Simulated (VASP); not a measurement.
# Yb (Fm-3m) in VASP: further runs

Runs on Yb. Level: r2SCAN. Tasks: single point, relaxation of cell and atoms.

Program: VASP 6.6.1. These are calculated values, not measurements. Logs are shortened: lines on timing, memory, paths and dates and some standing lists are left out, and cuts for length are marked.

## Step 1: The cell of the first run

The structure is cubic, space group Fm-3m (No. 225). Conventional cell: a = 5.202 Å, b = 5.202 Å, c = 5.202 Å, α = 90.00°, β = 90.00°, γ = 90.00°. Yb (site symmetry m-3m) has 12 Yb at 3.68 Å within 4.8 Å.

## Step 2: Single point, r2SCAN

POSCAR reads:

```
Yb
1.0
    0.0000000000      2.6011790937      2.6011790937
    2.6011790937      0.0000000000      2.6011790937
    2.6011790937      2.6011790937      0.0000000000
Yb
1
Direct
    0.0000000000      0.0000000000      0.0000000000
```

INCAR.step1 reads:

```
SYSTEM = Yb
  PREC = Accurate
  ENCUT = 520
  ISMEAR = -1
  SIGMA = 0.05
  LREAL = .FALSE.
  LASPH = .TRUE.
  NELM = 80
  NBANDS = 18
  GGA = PE
  ALGO = Normal
  EDIFF = 1E-4
  LWAVE = .TRUE.
  LCHARG = .FALSE.
```

INCAR.step2 reads:

```
SYSTEM = Yb
  PREC = Accurate
  ENCUT = 520
  EDIFF = 1E-6
  ISMEAR = -1
  SIGMA = 0.05
  LREAL = .FALSE.
  LASPH = .TRUE.
  NELM = 80
  ALGO = Normal
  ISIF = 2
  LWAVE = .FALSE.
  LCHARG = .TRUE.
  METAGGA = R2SCAN
  LMIXTAU = .TRUE.
  LELF = .TRUE.
  LVHAR = .TRUE.
  NBANDS = 18
  ISTART = 1
```

KPOINTS reads:

```
regular mesh
0
G
  8 8 8
  0 0 0
```

Potentials or basis: VASP PAW PBE potentials, release 64 (Yb).

Run with:

```
cat potpaw_PBE.64/Yb/POTCAR > POTCAR
cp INCAR.step1 INCAR
mpirun -np 1 vasp_std > vasp.out
cp INCAR.step2 INCAR
mpirun -np 1 vasp_std > vasp.out
```

OUTCAR:

```text
SYSTEM = Yb
   PREC = Accurate
   ENCUT = 520
   EDIFF = 1E-6
   ISMEAR = -1
   LREAL = .FALSE.
   LASPH = .TRUE.
   NELM = 80
   ISIF = 2
   METAGGA = R2SCAN
   ISTART = 1

 ion  position               nearest neighbor table
   1  0.000  0.000  0.000-

  LATTYP: Found a face centered cubic cell.
 ALAT       =     5.2023581874

  Lattice vectors:

 A1 = (   0.0000000000,   2.6011790937,   2.6011790937)
 A2 = (   2.6011790937,   0.0000000000,   2.6011790937)
 A3 = (   2.6011790937,   2.6011790937,   0.0000000000)

Analysis of symmetry for initial positions (statically):
=====================================================================
 Subroutine PRICEL returns:
 Original cell was already a primitive cell.

 Routine SETGRP: Setting up the symmetry group for a
 face centered cubic supercell.

 Subroutine GETGRP returns: Found 48 space group operations
 (whereof 48 operations were pure point group operations)
 out of a pool of 48 trial point group operations.

The static configuration has the point symmetry O_h .

Analysis of symmetry for dynamics (positions and initial velocities):
=====================================================================
 Subroutine PRICEL returns:
 Original cell was already a primitive cell.

 Routine SETGRP: Setting up the symmetry group for a
 face centered cubic supercell.

 Subroutine GETGRP returns: Found 48 space group operations
 (whereof 48 operations were pure point group operations)
 out of a pool of 48 trial point group operations.

The dynamic configuration has the point symmetry O_h .

 Subroutine INISYM returns: Found 48 space group operations
 (whereof 48 operations are pure point group operations),
 and found     1 'primitive' translations

----------------------------------------------------------------------------------------

                                     Primitive cell

  volume of cell :      35.1998

  direct lattice vectors                    reciprocal lattice vectors
     0.000000000  2.601179094  2.601179094    -0.192220521  0.192220521  0.192220521
     2.601179094  0.000000000  2.601179094     0.192220521 -0.192220521  0.192220521
     2.601179094  2.601179094  0.000000000     0.192220521  0.192220521 -0.192220521

  length of vectors
     3.678622752  3.678622752  3.678622752     0.332935708  0.332935708  0.332935708

  position of ions in fractional coordinates (direct lattice)
     0.000000000  0.000000000  0.000000000

  ion indices of the primitive-cell ions
   primitive index   ion index
                 1           1

----------------------------------------------------------------------------------------

 KPOINTS: regular mesh

Automatic generation of k-mesh.
 Grid dimensions read from file:
 generate k-points for:    8    8    8

 Generating k-lattice:

  Cartesian coordinates                     Fractional coordinates (reciprocal lattice)
    -0.024027565  0.024027565  0.024027565     0.125000000  0.000000000  0.000000000
     0.024027565 -0.024027565  0.024027565     0.000000000  0.125000000  0.000000000
     0.024027565  0.024027565 -0.024027565     0.000000000  0.000000000  0.125000000

  Length of vectors
     0.041616964  0.041616964  0.041616964

  Shift w.r.t. Gamma in fractional coordinates (k-lattice)
     0.000000000  0.000000000  0.000000000

 Subroutine IBZKPT returns following result:
 ===========================================

 Found     29 irreducible k-points:

 Following reciprocal coordinates:
            Coordinates               Weight
  0.000000  0.000000  0.000000      1.000000
  0.125000  0.000000  0.000000      8.000000
  0.250000  0.000000  0.000000      8.000000
  0.375000  0.000000  0.000000      8.000000
  0.500000  0.000000  0.000000      4.000000
  0.125000  0.125000  0.000000      6.000000
[... 16 lines left out ...]
  0.500000  0.250000  0.125000     48.000000
 -0.375000  0.250000  0.125000     24.000000
 [... further k-points ...]
   k-points           NKPTS =     29   k-points in BZ     NKDIM =     29   number of bands    NBANDS=     18
   number of dos      NEDOS =    301   number of ions     NIONS =      1
   total plane-waves  NPLWV =  21952
   dimension x,y,z NGX =    28 NGY =   28 NGZ =   28
   dimension x,y,z NGXF=    56 NGYF=   56 NGZF=   56
   ions per type =               1
   NGX,Y,Z   is equivalent  to a cutoff of  12.65, 12.65, 12.65 a.u.
   NGXF,Y,Z  is equivalent  to a cutoff of  25.31, 25.31, 25.31 a.u.
 SYSTEM =  Yb
   PREC   = accura    normal or accurate (medium, high low for compatibility)
   ISTART =      1    job   : 0-new  1-cont  2-samecut
   ICHARG =      0    charge: 1-file 2-atom 10-const
   ISPIN  =      1    spin polarized calculation?
   LNONCOLLINEAR =      F non collinear calculations
   LSORBIT =      F    spin-orbit coupling
   LASPH  =      T    aspherical Exc in radial PAW
   ENCUT  =  520.0 eV  38.22 Ry    6.18 a.u.   6.84  6.84  6.84*2*pi/ulx,y,z
   NELM   =     80;   NELMIN=  2; NELMDL=  0     # of ELM steps
   EDIFF  = 0.1E-05   stopping-criterion for ELM
   LREAL  =      F    real-space projection
   EDIFFG = 0.1E-04   stopping-criterion for IOM
   NSW    =      0    number of steps for IOM
   IBRION =     -1    ionic relax: 0-MD 1-quasi-New 2-CG
   NFREE  =      0    steps in history (QN), initial steepest desc. (CG)
   ISIF   =      2    stress and relaxation
   ISYM   =      2    0-nonsym 1-usesym 2-fastsym
   POTIM  = 0.5000    time-step for ionic-motion
   TEBEG  =    0.0;   TEEND  =   0.0 temperature during run
   PSTRESS=    0.0 pullay stress
   NELECT =      24.0000    total number of electrons
   NUPDOWN=      -1.0000    fix difference up-down
   EMIN   =  10.00;   EMAX   =-10.00  energy-range for DOS
   EFERMI =   0.00;   METHOD = LEGACY
   ISMEAR =    -1;   SIGMA  =   0.05  broadening in eV -4-tet -1-fermi 0-gaus
   EFERMI_NEDOS =   21; number of points for ismear=-14 and -15
   IALGO  =     38    algorithm
   IMIX   =      4    mixing-type and parameters
     AMIX     =   0.40;   BMIX     =  1.00
     AMIX_MAG =   1.60;   BMIX_MAG =  1.00
  volume/ion in A,a.u.               =      35.20       237.54
  Fermi-wavevector in a.u.,A,eV,Ry     =   1.440893  2.722892 28.248034  2.076172
  Thomas-Fermi vector in A             =   2.559586
   LORBIT       =      0    0 simple, 1 ext, 2 COOP (PROOUT), +10 PAW based schemes
   METAGGA = R2SCAN    functional components
   LHFCALC =     F    Hartree Fock is set to
   AEXX    =    0.0000 exact exchange contribution
   IVDW    =     0    specifies the selected vdW correction
   LEPSILON=     F    determine dielectric tensor
   LRPA    =     F    only Hartree local field effects (RPA)
 non-spin polarized calculation
  energy-cutoff  :      520.00
  volume of cell :       35.20
 maximum number of plane-waves:       960
   NGX = 13   NGY = 13   NGZ = 13

 number of electron      24.0000014 magnetization

 Free energy of the ion-electron system (eV)
  ---------------------------------------------------
  ext. energy  EPLUGINS =         0.00000000
  ---------------------------------------------------
  free energy    TOTEN  =       -35.54163744 eV

  energy without entropy =      -35.53054492  energy(sigma->0) =      -35.53609118

 E-fermi :   1.6229     XC(G=0): -10.2307

 val. band max:        1.5967111902   @ k =  -0.2500   0.5000   0.2500
 cond. band min:       1.6766754227   @ k =  -0.3750   0.2500   0.1250
 fundamental gap:      0.0799642325
 Fermi energy:         1.6228719078

 k-point     1 :       0.0000    0.0000    0.0000
  band No.  band energies     occupation
      1     -51.7265      2.00000
      2     -23.2763      2.00000
      3     -23.2762      2.00000
      4     -23.2762      2.00000
      5      -3.8169      2.00000
      6       1.1671      1.99978
[... 10 lines left out ...]
     17       7.0407      0.00000
     18      11.5705      0.00000

 k-point     2 :       0.1250    0.0000    0.0000
  band No.  band energies     occupation
      1     -51.7236      2.00000
      2     -23.3320      2.00000
      3     -23.2835      2.00000
      4     -23.2833      2.00000
      5      -3.4373      2.00000
      6       1.1708      1.99976
[... 10 lines left out ...]
     17       6.8334      0.00000
     18      12.3863      0.00000

 k-point     3 :       0.2500    0.0000    0.0000
  band No.  band energies     occupation
      1     -51.7167      2.00000
      2     -23.4639      2.00000
      3     -23.3007      2.00000
      4     -23.3005      2.00000
      5      -2.3986      2.00000
      6       1.1828      1.99970
[... 10 lines left out ...]
     17       6.9686      0.00000
     18      11.2812      0.00000

 k-point     4 :       0.3750    0.0000    0.0000
  band No.  band energies     occupation
      1     -51.7099      2.00000
      2     -23.5919      2.00000
      3     -23.3178      2.00000
      4     -23.3176      2.00000
      5      -1.0404      2.00000
      6       1.1848      1.99969
[... 10 lines left out ...]
     17       7.9545      0.00000
     18      10.2267      0.00000

 k-point     5 :       0.5000    0.0000    0.0000
  band No.  band energies     occupation
      1     -51.7070      2.00000
      2     -23.6439      2.00000
      3     -23.3249      2.00000
      4     -23.3247      2.00000
      5      -0.2253      2.00000
      6       1.1565      1.99982
[... 10 lines left out ...]
     17       8.6371      0.00000
     18       9.8523      0.00000

 k-point     6 :       0.1250    0.1250    0.0000
  band No.  band energies     occupation
      1     -51.7227      2.00000
      2     -23.3306      2.00000
      3     -23.2957      2.00000
      4     -23.2956      2.00000
      5      -3.3118      2.00000
      6       1.1723      1.99976
[... 10 lines left out ...]
     17       7.2430      0.00000
     18      12.7909      0.00000

 k-point     7 :       0.2500    0.1250    0.0000
  band No.  band energies     occupation
      1     -51.7171      2.00000
      2     -23.4280      2.00000
      3     -23.3165      2.00000
      4     -23.3109      2.00000
      5      -2.4915      2.00000
      6       1.1829      1.99970
[... 10 lines left out ...]
     17       7.4755      0.00000
     18      12.4876      0.00000

 k-point     8 :       0.3750    0.1250    0.0000
  band No.  band energies     occupation
      1     -51.7103      2.00000
      2     -23.5497      2.00000
      3     -23.3348      2.00000
      4     -23.3336      2.00000
      5      -1.2021      2.00000
      6       1.1923      1.99964
[... 10 lines left out ...]
     17       8.2253      0.00000
     18      10.8630      0.00000
[... 229 lines left out ...]
     17       8.9101      0.00000
     18       9.4940      0.00000

 k-point    20 :      -0.3750    0.3750    0.0000
  band No.  band energies     occupation
      1     -51.7011      2.00000
      2     -23.5608      2.00000
      3     -23.4875      2.00000
      4     -23.3801      2.00000
      5       0.9658      2.00000
      6       1.1749      1.99974
[... 10 lines left out ...]
     17       8.3624      0.00000
     18      10.4719      0.00000

 k-point    21 :       0.5000    0.5000    0.0000
  band No.  band energies     occupation
      1     -51.7006      2.00000
      2     -23.6205      2.00000
      3     -23.4078      2.00000
      4     -23.4076      2.00000
      5       0.3296      2.00000
      6       1.1958      1.99961
[... 10 lines left out ...]
     17       9.1123      0.00000
     18       9.5610      0.00000

 k-point    22 :       0.3750    0.2500    0.1250
  band No.  band energies     occupation
      1     -51.7116      2.00000
      2     -23.4955      2.00000
      3     -23.3679      2.00000
      4     -23.3230      2.00000
      5      -1.5349      2.00000
      6       1.1995      1.99958
[... 10 lines left out ...]
     17       8.2169      0.00000
     18      12.0375      0.00000

 k-point    23 :       0.5000    0.2500    0.1250
  band No.  band energies     occupation
      1     -51.7061      2.00000
      2     -23.5636      2.00000
      3     -23.4082      2.00000
      4     -23.3438      2.00000
      5      -0.2241      2.00000
      6       1.1858      1.99968
[... 10 lines left out ...]
     17       9.0230      0.00000
     18      10.1466      0.00000

 k-point    24 :      -0.3750    0.2500    0.1250
  band No.  band energies     occupation
      1     -51.7038      2.00000
      2     -23.5927      2.00000
      3     -23.4210      2.00000
      4     -23.3552      2.00000
      5       0.7087      2.00000
      6       1.1457      1.99986
[... 10 lines left out ...]
     17       9.1084      0.00000
     18       9.2966      0.00000

 [... further k-points ...]
[... 5 lines left out ...]
  --------------------------------------------------------------------------------------
  -------------------------------------------------------------------------------------
  Total       -0.0543742     -0.0543742     -0.0543742      0.0000000      0.0000000      0.0000000
  in kB       -2.4749278     -2.4749278     -2.4749278      0.0000000      0.0000000      0.0000000
  external PRESSURE =      -2.4749278 kB  Pullay stress =       0.0000000 kB

 VOLUME and BASIS-vectors are now :
 -----------------------------------------------------------------------------
  energy-cutoff  :      520.00
  volume of cell :       35.20
      direct lattice vectors                 reciprocal lattice vectors
     0.000000000  2.601179094  2.601179094    -0.192220521  0.192220521  0.192220521
     2.601179094  0.000000000  2.601179094     0.192220521 -0.192220521  0.192220521
     2.601179094  2.601179094  0.000000000     0.192220521  0.192220521 -0.192220521

 POSITION                                       TOTAL-FORCE (eV/Angst)
 -----------------------------------------------------------------------------------
      0.00000      0.00000      0.00000         0.000000     -0.000000      0.000000
 -----------------------------------------------------------------------------------
    total drift:                               -0.000000     -0.000000     -0.000000

  FREE ENERGIE OF THE ION-ELECTRON SYSTEM (eV)
  ---------------------------------------------------
  free  energy   TOTEN  =       -35.5416374393 eV

  energy  without entropy=      -35.5305449248  energy(sigma->0) =      -35.53609118
```

It took 2 min on 1 thread of Intel Xeon Platinum 8559C (Emerald Rapids), shared host; peak memory 0.18 GiB.

What came out:

| Quantity | Value |
| --- | --- |
| Free energy | -35.5416 eV |
| Pressure | -0.2 GPa |
| Band gap on the k mesh | 0.08 eV, indirect (least direct gap 0.30 eV) |

Caveat: the PAW data sets were made with another functional, which shifts forces and pressure a little; spin-orbit coupling is left out, which moves the levels of the heavy elements.

## Step 3: Relaxation of cell and atoms, r2SCAN

This run uses another cell than the first one, of 41.28 Å³/atom, 1.173 times its volume.

POSCAR reads:

```
Yb
1.0
    0.0000000000      2.7431000000      2.7431000000
    2.7431000000      0.0000000000      2.7431000000
    2.7431000000      2.7431000000      0.0000000000
Yb
1
Direct
    0.0000000000      0.0000000000      0.0000000000
```

INCAR.step1 reads:

```
SYSTEM = Yb
PREC = Accurate
ENCUT = 600
ISMEAR = -1
SIGMA = 0.05
LREAL = .False.
LASPH = .True.
NELM = 60
GGA = PE
ALGO = Normal
EDIFF = 1E-4
LWAVE = .True.
LCHARG = .False.
```

INCAR.step2 reads:

```
SYSTEM = Yb
PREC = Accurate
ENCUT = 600
EDIFF = 1E-6
ISMEAR = -1
SIGMA = 0.05
LREAL = .False.
LASPH = .True.
NELM = 60
ALGO = Normal
ISIF = 3
LWAVE = .False.
LCHARG = .False.
METAGGA = R2SCAN
LMIXTAU = .True.
IBRION = 2
NSW = 80
EDIFFG = -0.02
ISTART = 1
```

KPOINTS reads:

```
Automatic mesh
0
Gamma
  8 8 8
  0 0 0
```

Potentials or basis: VASP PAW PBE potentials, release 64 (Yb).

Run with:

```
cat potpaw_PBE.64/Yb/POTCAR > POTCAR
cp INCAR.step1 INCAR
mpirun -np 1 vasp_std > vasp.out
cp INCAR.step2 INCAR
mpirun -np 1 vasp_std > vasp.out
```

It took 7.1 min on 1 thread of Intel Xeon Platinum 8559C (Emerald Rapids), shared host; peak memory 0.22 GiB.

The run converged. Its results:

- Free energy: -35.5469 eV
- Relaxed volume: 34.75 Å³/atom
- Relaxed cell: a = 3.663 Å, b = 3.663 Å, c = 3.663 Å, α = 60.00°, β = 60.00°, γ = 60.00°
- Space group after relaxing (to 0.05 Å): Fm-3m (No. 225)
- Energy gained by relaxing: 61.1 meV/atom
- Ionic steps: 4
- Pressure after relaxing: 0.0 GPa
- Band gap on the k mesh: 0.10 eV, indirect (least direct gap 0.31 eV)

The path:
```csv
step,energy change (eV),largest force (eV/Å),pressure (GPa),volume (Å³)
1,0.0000,0.0000,-2.56,41.28
2,-0.0489,0.0000,-1.41,37.46
3,-0.0609,0.0000,-0.18,35.07
4,-0.0611,0.0000,-0.03,34.75
```

Final structure:
```
Yb
1.0
     0.00000    2.59012    2.59012
     2.59012    0.00000    2.59012
     2.59012    2.59012    0.00000
Yb
1
Direct
  0.00000 0.00000 0.00000
```

Levels at points of the mesh, in eV from the valence-band top:
```csv
k point,band 10,band 11,band 12,band 13,band 14,band 15
"(0.00, 0.00, 0.00)",-0.30,-0.30,-0.30,3.22,3.22,3.22
"(0.50, 0.00, 0.00)",-0.29,-0.27,-0.27,0.34,2.94,2.94
"(0.50, 0.50, 0.00)",-0.28,-0.28,-0.26,0.14,1.83,7.13
```

Caveat: the volume moved by over 15 % at a fixed basis, so the end points are rough; the PAW data sets were made with another functional, which shifts forces and pressure a little; spin-orbit coupling is left out, which moves the levels of the heavy elements; the volume moved by -16 % from the deposited cell, more than functionals usually miss. Spin polarisation is off, so any magnetic state and its effect on volume and gap are missing.
